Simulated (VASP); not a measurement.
# Co (P6_3/mmc) in VASP: notebook

Co is run at these levels: LDA, PBEsol; tasks: single point.

Everything below comes from runs of VASP 6.6.1. Logs are shortened: lines on timing, memory, paths and dates and some standing lists are left out, and cuts for length are marked.

## 1. The cell of the first run

Symmetry: P6_3/mmc, No. 194, hexagonal system. The conventional cell has a = 2.505 Å, b = 2.505 Å, c = 4.074 Å, α = 90.00°, β = 90.00°, γ = 120.00°. Within 3.3 Å of Co (site symmetry -6m2) lie 12 Co at 2.50 Å.

## 2. Single point, LDA, collinear spin, ferromagnetic start (volume scaled by 1.04)

The input, INCAR:

```
PREC = Accurate
ENCUT = 520
EDIFF = 1E-6
ISMEAR = -1
SIGMA = 0.05
LREAL = F
LASPH = T
NELM = 150
ALGO = Fast
ISIF = 2
LWAVE = F
LCHARG = F
ISPIN = 2
MAGMOM = 2 2
LORBIT = 11
LMAXMIX = 4
NBANDS = 20
```

The input, KPOINTS:

```
Automatic mesh
0
Gamma
  12 12 7
```

The input, POSCAR:

```
Co
1.0
    2.5045299482      0.0000000000      0.0000000000
   -1.2522649741      2.1689865596      0.0000000000
    0.0000000000      0.0000000000      4.0740599388
Co
2
Direct
    0.6666666667      0.3333333333      0.7500000000
    0.3333333333      0.6666666667      0.2500000000
```

Potentials or basis: VASP PAW LDA potentials, release 64 (Co).

Launch:

```
$ cat potpaw_LDA.64/Co/POTCAR > POTCAR
$ mpirun -np 1 vasp_std > vasp.out
```

OUTCAR:

```text
PREC = Accurate
   ENCUT = 520
   EDIFF = 1E-6
   ISMEAR = -1
   LREAL = F
   LASPH = T
   NELM = 150
   ISIF = 2
   ISPIN = 2
   LORBIT = 11

 ion  position               nearest neighbor table
   1  0.667  0.333  0.750-   2 2.50   2 2.50   2 2.50   2 2.50   2 2.50   2 2.50
   2  0.333  0.667  0.250-   1 2.50   1 2.50   1 2.50   1 2.50   1 2.50   1 2.50

  LATTYP: Found a hexagonal cell.
 ALAT       =     2.5045299482
 C/A-ratio  =     1.6266764715

  Lattice vectors:

 A1 = (   2.5045299482,   0.0000000000,   0.0000000000)
 A2 = (  -1.2522649741,   2.1689865596,   0.0000000000)
 A3 = (   0.0000000000,   0.0000000000,   4.0740599388)

Analysis of symmetry for initial positions (statically):
=====================================================================
 Subroutine PRICEL returns:
 Original cell was already a primitive cell.

 Routine SETGRP: Setting up the symmetry group for a
 hexagonal supercell.

 Subroutine GETGRP returns: Found 24 space group operations
 (whereof 12 operations were pure point group operations)
 out of a pool of 24 trial point group operations.

The static configuration has the point symmetry D_3d.
 The point group associated with its full space group is D_6h.

Analysis of symmetry for dynamics (positions and initial velocities):
=====================================================================
 Subroutine PRICEL returns:
 Original cell was already a primitive cell.

 Routine SETGRP: Setting up the symmetry group for a
 hexagonal supercell.

 Subroutine GETGRP returns: Found 24 space group operations
 (whereof 12 operations were pure point group operations)
 out of a pool of 24 trial point group operations.

The dynamic configuration has the point symmetry D_3d.
 The point group associated with its full space group is D_6h.

Analysis of structural, dynamic, and magnetic symmetry:
=====================================================================
 Subroutine PRICEL returns:
 Original cell was already a primitive cell.

 Routine SETGRP: Setting up the symmetry group for a
 hexagonal supercell.

 Subroutine GETGRP returns: Found 24 space group operations
 (whereof 12 operations were pure point group operations)
 out of a pool of 24 trial point group operations.

The overall configuration has the point symmetry D_3d.
 The point group associated with its full space group is D_6h.

 Subroutine INISYM returns: Found 24 space group operations
 (whereof 12 operations are pure point group operations),
 and found     1 'primitive' translations

----------------------------------------------------------------------------------------

                                     Primitive cell

  volume of cell :      22.1315

  direct lattice vectors                    reciprocal lattice vectors
     2.504529948  0.000000000  0.000000000     0.399276519  0.230522406  0.000000000
    -1.252264974  2.168986560  0.000000000     0.000000000  0.461044812  0.000000000
     0.000000000  0.000000000  4.074059939     0.000000000  0.000000000  0.245455397

  length of vectors
     2.504529948  2.504529948  4.074059939     0.461044812  0.461044812  0.245455397

  position of ions in fractional coordinates (direct lattice)
     0.666666667  0.333333333  0.750000000
     0.333333333  0.666666667  0.250000000

  ion indices of the primitive-cell ions
   primitive index   ion index
                 1           1
                 2           2

----------------------------------------------------------------------------------------

 KPOINTS: Automatic mesh

Automatic generation of k-mesh.
 Grid dimensions read from file:
 generate k-points for:   12   12    7

 Generating k-lattice:

  Cartesian coordinates                     Fractional coordinates (reciprocal lattice)
     0.033273043  0.019210200  0.000000000     0.083333333  0.000000000  0.000000000
     0.000000000  0.038420401  0.000000000     0.000000000  0.083333333  0.000000000
     0.000000000  0.000000000  0.035065057     0.000000000  0.000000000  0.142857143

  Length of vectors
     0.038420401  0.038420401  0.035065057

  Shift w.r.t. Gamma in fractional coordinates (k-lattice)
     0.000000000  0.000000000  0.000000000

 Subroutine IBZKPT returns following result:
 ===========================================

 Found     76 irreducible k-points:

 Following reciprocal coordinates:
            Coordinates               Weight
  0.000000  0.000000  0.000000      1.000000
  0.083333  0.000000  0.000000      6.000000
  0.166667  0.000000  0.000000      6.000000
  0.250000  0.000000  0.000000      6.000000
  0.333333 -0.000000  0.000000      6.000000
  0.416667  0.000000  0.000000      6.000000
[... 16 lines left out ...]
  0.250000  0.000000  0.142857     12.000000
  0.333333 -0.000000  0.142857     12.000000
 [... further k-points ...]
   k-points           NKPTS =     76   k-points in BZ     NKDIM =     76   number of bands    NBANDS=     20
   number of dos      NEDOS =    301   number of ions     NIONS =      2
   total plane-waves  NPLWV =  12000
   dimension x,y,z NGX =    20 NGY =   20 NGZ =   30
   dimension x,y,z NGXF=    40 NGYF=   40 NGZF=   60
   ions per type =               2
   NGX,Y,Z   is equivalent  to a cutoff of  13.28, 13.28, 12.24 a.u.
   NGXF,Y,Z  is equivalent  to a cutoff of  26.55, 26.55, 24.48 a.u.
 SYSTEM =  unknown system
   PREC   = accura    normal or accurate (medium, high low for compatibility)
   ISTART =      0    job   : 0-new  1-cont  2-samecut
   ICHARG =      2    charge: 1-file 2-atom 10-const
   ISPIN  =      2    spin polarized calculation?
   LNONCOLLINEAR =      F non collinear calculations
   LSORBIT =      F    spin-orbit coupling
   LASPH  =      T    aspherical Exc in radial PAW
   ENCUT  =  520.0 eV  38.22 Ry    6.18 a.u.   4.66  4.66  7.58*2*pi/ulx,y,z
   NELM   =    150;   NELMIN=  2; NELMDL= -5     # of ELM steps
   EDIFF  = 0.1E-05   stopping-criterion for ELM
   LREAL  =      F    real-space projection
   EDIFFG = 0.1E-04   stopping-criterion for IOM
   NSW    =      0    number of steps for IOM
   IBRION =     -1    ionic relax: 0-MD 1-quasi-New 2-CG
   NFREE  =      0    steps in history (QN), initial steepest desc. (CG)
   ISIF   =      2    stress and relaxation
   ISYM   =      2    0-nonsym 1-usesym 2-fastsym
   POTIM  = 0.5000    time-step for ionic-motion
   TEBEG  =    0.0;   TEEND  =   0.0 temperature during run
   PSTRESS=    0.0 pullay stress
   NELECT =      18.0000    total number of electrons
   NUPDOWN=      -1.0000    fix difference up-down
   EMIN   =  10.00;   EMAX   =-10.00  energy-range for DOS
   EFERMI =   0.00;   METHOD = LEGACY
   ISMEAR =    -1;   SIGMA  =   0.05  broadening in eV -4-tet -1-fermi 0-gaus
   EFERMI_NEDOS =   21; number of points for ismear=-14 and -15
   IALGO  =     68    algorithm
   IMIX   =      4    mixing-type and parameters
     AMIX     =   0.40;   BMIX     =  1.00
     AMIX_MAG =   1.60;   BMIX_MAG =  1.00
  volume/ion in A,a.u.               =      11.07        74.68
  Fermi-wavevector in a.u.,A,eV,Ry     =   1.528137  2.887759 31.772343  2.335201
  Thomas-Fermi vector in A             =   2.635937
   LORBIT       =     11    0 simple, 1 ext, 2 COOP (PROOUT), +10 PAW based schemes
   GGA     = CA    functional components
   LHFCALC =     F    Hartree Fock is set to
   AEXX    =    0.0000 exact exchange contribution
   IVDW    =     0    specifies the selected vdW correction
   LEPSILON=     F    determine dielectric tensor
   LRPA    =     F    only Hartree local field effects (RPA)
 spin polarized calculation
 RMM-DIIS sequential band-by-band and
  energy-cutoff  :      520.00
  volume of cell :       22.13
 maximum number of plane-waves:       615
 NGX is ok and might be reduce to    20
   NGX =  9   NGY =  9   NGZ = 15

 number of electron      18.0000003 magnetization       3.1139491

 Free energy of the ion-electron system (eV)
  ---------------------------------------------------
  ext. energy  EPLUGINS =         0.00000000
  ---------------------------------------------------
  free energy    TOTEN  =       -16.08614148 eV

  energy without entropy =      -16.06852024  energy(sigma->0) =      -16.07733086

 E-fermi :   9.6132     XC(G=0): -13.6226

 val. band max:        9.6116167324   @ k =   0.2500   0.1667   0.0000
 cond. band min:       9.6191855248   @ k =   0.2500   0.0000   0.0000
 fundamental gap:      0.0075687924
 Fermi energy:         9.6131835651

 spin component 1

 k-point     1 :       0.0000    0.0000    0.0000
  band No.  band energies     occupation
      1       0.8362      1.00000
      2       4.6598      1.00000
      3       7.1619      1.00000
      4       7.2224      1.00000
      5       7.2224      1.00000
      6       7.5228      1.00000
[... 12 lines left out ...]
     19      35.2748      0.00000
     20      35.2748      0.00000

 k-point     2 :       0.0833    0.0000    0.0000
  band No.  band energies     occupation
      1       1.0767      1.00000
      2       4.8067      1.00000
      3       6.9784      1.00000
      4       7.3346      1.00000
      5       7.3709      1.00000
      6       7.4742      1.00000
[... 12 lines left out ...]
     19      36.7020      0.00000
     20      37.5720      0.00000

 k-point     3 :       0.1667    0.0000    0.0000
  band No.  band energies     occupation
      1       1.7731      1.00000
      2       5.1714      1.00000
      3       6.7168      1.00000
      4       6.9983      1.00000
      5       7.2956      1.00000
      6       7.6516      1.00000
[... 12 lines left out ...]
     19      35.6674      0.00000
     20      37.7809      0.00000

 k-point     4 :       0.2500    0.0000    0.0000
  band No.  band energies     occupation
      1       2.8300      1.00000
      2       5.4693      1.00000
      3       6.2898      1.00000
      4       6.5567      1.00000
      5       7.1939      1.00000
      6       7.4476      1.00000
[... 429 lines left out ...]
 k-point    23 :       0.2500    0.0000    0.1429
  band No.  band energies     occupation
      1       2.9872      1.00000
      2       5.4996      1.00000
      3       6.1785      1.00000
      4       6.5966      1.00000
      5       7.0822      1.00000
      6       7.4739      1.00000
[... 12 lines left out ...]
     19      33.9859      0.00000
     20      35.2816      0.00000

 k-point    24 :       0.3333   -0.0000    0.1429
  band No.  band energies     occupation
      1       4.0734      1.00000
      2       5.4343      1.00000
      3       5.7999      1.00000
      4       6.5470      1.00000
      5       7.2481      1.00000
      6       7.3276      1.00000
[... 12 lines left out ...]
     19      32.5736      0.00000
     20      33.9728      0.00000

 [... further k-points ...]

 spin component 2

 k-point     1 :       0.0000    0.0000    0.0000
  band No.  band energies     occupation
      1       1.0081      1.00000
      2       5.5541      1.00000
      3       8.5908      1.00000
      4       8.6477      1.00000
      5       8.6477      1.00000
      6       8.9907      1.00000
[... 12 lines left out ...]
     19      35.6892      0.00000
     20      35.6892      0.00000

 k-point     2 :       0.0833    0.0000    0.0000
  band No.  band energies     occupation
      1       1.2496      1.00000
      2       5.7178      1.00000
      3       8.3713      1.00000
      4       8.7693      1.00000
      5       8.8178      1.00000
      6       8.8913      1.00000
[... 12 lines left out ...]
     19      36.8266      0.00000
     20      37.9772      0.00000

 k-point     3 :       0.1667    0.0000    0.0000
  band No.  band energies     occupation
      1       1.9523      1.00000
      2       6.1368      1.00000
      3       8.0211      1.00000
      4       8.0495      1.00000
      5       8.7114      1.00000
      6       9.1143      0.99995
[... 12 lines left out ...]
     19      35.9905      0.00000
     20      38.1132      0.00000

 k-point     4 :       0.2500    0.0000    0.0000
  band No.  band energies     occupation
      1       3.0385      1.00000
      2       6.5364      1.00000
      3       7.3377      1.00000
      4       7.7830      1.00000
      5       8.5635      1.00000
      6       8.9188      1.00000
[... 429 lines left out ...]
 k-point    23 :       0.2500    0.0000    0.1429
  band No.  band energies     occupation
      1       3.2054      1.00000
      2       6.4962      1.00000
      3       7.2219      1.00000
      4       7.8272      1.00000
      5       8.4621      1.00000
      6       8.9442      1.00000
[... 12 lines left out ...]
     19      34.4070      0.00000
     20      35.7000      0.00000

 k-point    24 :       0.3333   -0.0000    0.1429
  band No.  band energies     occupation
      1       4.4381      1.00000
      2       6.5156      1.00000
      3       6.8665      1.00000
      4       7.7087      1.00000
      5       8.5573      1.00000
      6       8.7813      1.00000
[... 12 lines left out ...]
     19      32.7813      0.00000
     20      34.3870      0.00000

 [... further k-points ...]

------------------------ aborting loop because EDIFF is reached ----------------------------------------

  FORCE on cell =-STRESS in cart. coord.  units (eV):
  Direction    XX          YY          ZZ          XY          YZ          ZX
  --------------------------------------------------------------------------------------
  -------------------------------------------------------------------------------------
  Total       -2.9535824     -2.9535824     -3.3091576      0.0000000      0.0000000      0.0000000
  in kB     -213.8204133   -213.8204133   -239.5617810      0.0000000      0.0000000      0.0000000
  external PRESSURE =    -222.4008692 kB  Pullay stress =       0.0000000 kB

 VOLUME and BASIS-vectors are now :
 -----------------------------------------------------------------------------
  energy-cutoff  :      520.00
  volume of cell :       22.13
      direct lattice vectors                 reciprocal lattice vectors
     2.504529948  0.000000000  0.000000000     0.399276519  0.230522406  0.000000000
    -1.252264974  2.168986560  0.000000000     0.000000000  0.461044812  0.000000000
     0.000000000  0.000000000  4.074059939     0.000000000  0.000000000  0.245455397

 POSITION                                       TOTAL-FORCE (eV/Angst)
 -----------------------------------------------------------------------------------
      1.25226      0.72300      3.05554        -0.000000      0.000000      0.000000
     -0.00000      1.44599      1.01851         0.000000     -0.000000      0.000000
 -----------------------------------------------------------------------------------
    total drift:                               -0.000000      0.000000     -0.000000

  FREE ENERGIE OF THE ION-ELECTRON SYSTEM (eV)
  ---------------------------------------------------
  free  energy   TOTEN  =       -16.0861414833 eV

  energy  without entropy=      -16.0685202423  energy(sigma->0) =      -16.07733086

 total charge

# of ion       s       p       d       tot
------------------------------------------
    1        0.480   0.498   7.267   8.245
    2        0.480   0.498   7.267   8.245
--------------------------------------------------
tot          0.960   0.997  14.534  16.490

 magnetization (x)

# of ion       s       p       d       tot
------------------------------------------
    1       -0.013  -0.038   1.614   1.564
    2       -0.013  -0.038   1.614   1.564
--------------------------------------------------
tot         -0.026  -0.076   3.228   3.127
```

Run time: 34 s. Hardware: 1 thread of Intel Xeon 6975P-C (Granite Rapids), shared host; peak memory 0.16 GiB.

Results:

* Free energy: -16.0861 eV
* Pressure: -22.2 GPa
* Net moment: 3.11 μB per cell
* Site moments: Co +1.56 μB
* Valence electrons inside the program's atomic spheres: Co 8.24

Levels at points of the mesh, in eV from the Fermi level:
Spin up:
```tsv
k point	band 9	band 10	band 11	band 12	band 13	band 14
(0.00, 0.00, 0.00)	-1.72	-0.65	-0.65	-0.11	6.19	21.90
(0.50, 0.00, 0.00)	-0.44	-0.37	1.38	3.33	9.52	10.12
```
Spin down:
| k point | band 3 | band 4 | band 5 | band 6 | band 7 | band 8 | band 9 | band 10 | band 11 | band 12 |
| --- | --- | --- | --- | --- | --- | --- | --- | --- | --- | --- |
| (0.00, 0.00, 0.00) | -1.02 | -0.97 | -0.97 | -0.62 | -0.62 | -0.19 | -0.19 | 0.04 | 0.97 | 0.97 |
| (0.50, 0.00, 0.00) | -3.13 | -1.65 | -1.09 | -1.02 | -0.64 | 1.11 | 1.21 | 1.27 | 2.51 | 4.26 |

## 3. Single point, PBEsol, collinear spin, ferromagnetic start (volume scaled by 1.04)

The input, INCAR:

```
SYSTEM = Co
ALGO = Fast ; EDIFF = 1E-6
ENCUT = 520 ; GGA = PS
ISIF = 2 ; ISMEAR = -1
ISPIN = 2 ; LASPH = .TRUE.
LCHARG = .FALSE. ; LMAXMIX = 4
LORBIT = 11 ; LREAL = .FALSE.
LWAVE = .FALSE. ; MAGMOM = 2 2
NBANDS = 20 ; NELM = 150
PREC = Accurate ; SIGMA = 0.05
```

The input, KPOINTS:

```
k-points
0
G
  12 12 7
  0 0 0
```

POSCAR is that of step 2.

Potentials or basis: VASP PAW PBE potentials, release 64 (Co).

Launch:

```
$ cat potpaw_PBE.64/Co/POTCAR > POTCAR
$ mpirun -np 1 vasp_std > vasp.out
```

Wall time 36 s (1 thread of Intel Xeon 6975P-C (Granite Rapids), shared host); peak memory 0.17 GiB.

It converged, with:

- Free energy: -15.4067 eV
- Pressure: -13.8 GPa
- Net moment: 3.27 μB per cell
- Site moments: Co +1.65 μB
- Valence electrons inside the program's atomic spheres: Co 8.23

Stress tensor (GPa, compression positive):
```
-12.97   0.00   0.00
  0.00 -12.97   0.00
  0.00   0.00 -15.56
```

Levels at points of the mesh, in eV from the Fermi level:
Spin up:
```csv
k point,band 9,band 10,band 11,band 12,band 13,band 14
"(0.00, 0.00, 0.00)",-1.89,-0.84,-0.84,-0.19,6.07,21.83
"(0.50, 0.00, 0.00)",-0.63,-0.56,1.24,3.21,9.44,10.06
```
Spin down:
| k point | band 4 | band 5 | band 6 | band 7 | band 8 | band 9 | band 10 | band 11 |
| --- | --- | --- | --- | --- | --- | --- | --- | --- |
| (0.00, 0.00, 0.00) | -0.91 | -0.91 | -0.56 | -0.56 | -0.18 | -0.13 | -0.13 | 1.04 |
| (0.50, 0.00, 0.00) | -1.78 | -1.04 | -1.00 | -0.60 | 1.19 | 1.28 | 1.34 | 2.50 |

Caveat: the PAW data sets were made with another functional, which shifts forces and pressure a little.

(Continued in part 2 of 2.)
